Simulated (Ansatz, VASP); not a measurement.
## Two plane-wave programs on Re

```xyz
2
Lattice="2.8561 0.0000 0.0000 -1.4281 2.4735 0.0000 0.0000 0.0000 4.6076" Properties=species:S:1:pos:R:3 pbc="T T T"
Re    0.0000    1.6490    1.1519
Re    1.4281    0.8245    3.4557
```

Alike in both runs: task single point; functional revPBE; k mesh 21 × 21 × 12; occupations fermi-dirac, width 0.1 eV; no spin polarisation.

|  | VASP | Ansatz |
| --- | --- | --- |
| version | VASP 6.6.1 | Ansatz 0.2.0 |
| potentials or method | VASP PAW PBE potentials, release 64 (Re), cutoff 520 eV | plane waves (420 eV) with PAW, scalar-relativistic |
| valence electrons in the cell | 14 | 30 |

VASP gave:

* pressure (GPa): -23.9
* traceless stress, the component that is largest in VASP (GPa): -0.25

Problem. Estimate Ansatz's values.

Solution. Pressure (GPa): -23.0; traceless stress, the component that is largest in VASP (GPa): -0.11.

VASP's potentials were made for PBE, not for revPBE. With one functional, cell and mesh, what is left measures potentials, basis and numerics. VASP's potentials hold 14 valence electrons a cell and Ansatz's 30, so a difference there can come from the potentials and not from the codes.

Spin-orbit coupling is off throughout.
